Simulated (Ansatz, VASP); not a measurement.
**Two plane-wave programs on Ir**

```
Ir
1.0
     0.00000    1.93779    1.93779
     1.93779    0.00000    1.93779
     1.93779    1.93779    0.00000
Ir
1
Direct
  0.00000 0.00000 0.00000
```

Alike in both runs: functional PBE; k mesh 8 × 8 × 8; occupations gaussian, width 0.1 eV; no spin polarisation.

Ansatz relaxed the structure, and its values are those at the end. VASP's run is a single point on that final structure, the one shown.

|  | VASP | Ansatz |
| --- | --- | --- |
| version | VASP 6.6.1 | Ansatz 0.2.0 |
| potentials or method | VASP PAW PBE potentials, release 64 (Ir), cutoff 500 eV | scalar-relativistic, plane waves, PAW |
| valence electrons in the cell | 9 | 17 |

```tsv
	VASP	Ansatz	Ansatz less VASP
gap on the k mesh at the Fermi level (eV)	none	none	-
pressure (GPa)	0.5	0.0	-0.44
```

A gap of «none» marks a metal or a gap that the smearing closes. VASP's potentials hold 9 valence electrons a cell and Ansatz's 17, so a difference there can come from the potentials and not from the codes.

Neither program's run includes spin-orbit coupling.
